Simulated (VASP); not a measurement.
**Si8NO14 (a cell with a defect): relaxation of the atoms with PBE+D3(BJ)**

Si8NO14 (a cell with a defect):

```
CELL_PARAMETERS angstrom
-4.18010 -4.18010 0.00000
4.18010 -4.18010 0.00000
0.00000 0.00000 5.33560
ATOMIC_POSITIONS crystal
Si 0.49229 0.49796 0.01035
Si 0.00251 0.50208 0.24042
Si 0.50084 0.50290 0.50405
Si 0.00787 0.49457 0.73786
Si 0.00956 0.00219 0.99464
Si 0.49668 0.00106 0.25731
Si 0.99748 0.00723 0.50086
Si 0.50381 0.00229 0.74668
N 0.19037 0.49365 0.99294
O 0.00165 0.18843 0.25023
O 0.00793 0.80536 0.24759
O 0.19353 0.49015 0.50264
O 0.00611 0.19046 0.74623
O 0.81785 0.49567 0.49838
O 0.00279 0.80953 0.75487
O 0.69446 0.99381 0.00262
O 0.49956 0.69478 0.25015
O 0.30349 0.99886 0.99392
O 0.49873 0.30509 0.25106
O 0.69834 0.99499 0.50713
O 0.50268 0.69512 0.74447
O 0.30212 0.99611 0.50097
O 0.49759 0.31004 0.75698
```

| Item | Value |
| --- | --- |
| Program | VASP 6.6.1 |
| Task | relaxation of the atoms |
| Functional | PBE |
| Dispersion | D3(BJ) |
| Potentials or basis | VASP PAW PBE potentials, release 64 (Si, N, O) |
| Cutoff | 520 eV |
| k mesh | 2 × 2 × 2 |
| Occupations | fermi-dirac, width 0.02 eV |
| Spin | no spin polarisation |
| Dipole correction | no |
| Charge | 1 |
| Further INCAR settings | LREAL = Auto; ALGO = Normal; EDIFF = 1e-06; IBRION = 2; EDIFFG = -0.03; NSW = 80; NELECT = 120.0 |

| Quantity | Value |
| --- | --- |
| Energy gained by relaxing | 121.5 meV/atom |
| Ionic steps | 18 |
| Largest force after relaxing | 0.025 eV/Å |
| Dispersion energy per atom | -0.241 eV |

Forces on the atoms (eV/Å):
```
Si  -0.001 -0.014  0.001
Si   0.006  0.005 -0.006
Si   0.004  0.002  0.002
Si  -0.007 -0.008 -0.014
Si  -0.013 -0.014 -0.009
Si   0.001  0.012 -0.004
Si   0.002  0.008  0.015
Si   0.006  0.018  0.010
N   -0.004 -0.006 -0.018
O    0.018  0.010  0.005
O    0.006  0.000  0.005
O    0.006  0.007 -0.013
O    0.015 -0.011 -0.008
O   -0.016 -0.008  0.004
O    0.006  0.010 -0.008
O    0.002 -0.009  0.003
O   -0.015 -0.012  0.016
O   -0.001 -0.003  0.001
O   -0.001  0.008  0.007
O   -0.006 -0.015 -0.002
O   -0.019  0.000  0.003
O    0.005  0.018  0.010
O    0.004  0.000  0.000
```

Step by step:
```
step  energy change (eV)  largest force (eV/Å)  pressure (GPa)
   1              0.0000                4.3044           -3.19
   2             -1.2753                4.3154           -1.28
   3             -1.8722                3.4153           -3.19
   4             -2.3110                3.5501           -1.69
   5             -2.4854                2.1809           -2.47
   6             -2.6088                2.0982           -2.98
   7             -2.7396                0.7079           -3.01
   8             -2.7581                0.6716           -2.49
   9             -2.7673                0.3228           -2.71
  10             -2.7769                0.2881           -2.54
  11             -2.7772                0.2339           -2.56
  12             -2.7851                0.2093           -2.65
  13             -2.7853                0.2729           -2.67
  14             -2.7911                0.1251           -2.79
  15             -2.7917                0.1222           -2.83
  16             -2.7932                0.0597           -2.82
  17             -2.7933                0.0835           -2.82
  18             -2.7938                0.0249           -2.83
```

Final structure:
```xyz
23
Lattice="-4.1801 -4.1801 0.0000 4.1801 -4.1801 0.0000 0.0000 0.0000 5.3356" Properties=species:S:1:pos:R:3 pbc="T T T"
Si    0.2098   -3.9607    5.3330
Si    1.9744   -2.1944    1.4350
Si   -0.1036   -4.2751    2.6654
Si    1.9756   -2.1930    3.9001
Si    0.0086   -8.3406    5.3343
Si    2.0858   -6.2659    1.3231
Si    0.0338   -8.3158    2.6658
Si    2.0855   -6.2663    4.0076
N     1.3991   -2.7685    5.3350
O    -3.3218   -4.9643    1.3390
O    -0.7959   -7.4911    1.3387
O     1.1710   -2.9960    2.6679
O    -3.3207   -4.9627    3.9940
O    -1.3447   -5.5161    2.6662
O    -0.7958   -7.4915    3.9940
O     1.2718   -7.0764    5.3336
O     0.7289   -5.0315    1.2922
O     2.9103   -5.4421    5.3332
O    -0.8638   -3.4463    1.2920
O     1.2936   -7.0548    2.6654
O     0.7286   -5.0323    4.0381
O     2.9141   -5.4399    2.6653
O    -0.8641   -3.4460    4.0389
```

Levels at points of the mesh, in eV from the Fermi level:
```csv
k point,band 56,band 57,band 58,band 59,band 60,band 61,band 62,band 63,band 64,band 65
"(0.00, 0.00, 0.00)",-2.35,-2.19,-2.11,-1.55,-0.53,1.86,5.01,5.27,5.63,5.98
"(0.50, 0.00, 0.00)",-2.76,-2.48,-1.93,-1.64,-0.79,2.17,4.81,5.30,6.19,6.41
"(0.00, 0.50, 0.00)",-2.62,-2.61,-2.21,-1.76,-1.22,2.48,5.40,5.85,6.09,6.35
"(0.50, 0.50, 0.00)",-2.43,-2.40,-2.13,-2.01,-0.97,2.43,5.25,6.06,6.69,6.91
"(0.00, 0.00, 0.50)",-2.32,-2.32,-1.91,-1.76,-0.71,2.95,3.93,6.13,6.68,6.71
"(0.50, 0.00, 0.50)",-2.11,-1.92,-1.76,-1.73,-0.62,2.88,3.87,5.85,7.07,7.47
"(0.00, 0.50, 0.50)",-2.45,-2.06,-1.92,-1.77,-1.00,3.07,4.75,6.57,6.70,6.86
"(0.50, 0.50, 0.50)",-2.40,-2.29,-2.22,-2.15,-1.02,3.18,4.59,5.98,7.97,8.03
```

Run time: 19 min on 1 thread of Intel(R) Xeon(R) Platinum 8488C (Sapphire Rapids) (shared host), peak memory 0.36 GiB.

Caveat: the k points lie up to 0.59 Å⁻¹ apart; the cell carries a net charge on a neutralising background, which shifts energy and pressure; the cell is charged against a uniform background, so pressure and absolute levels hang on convention.
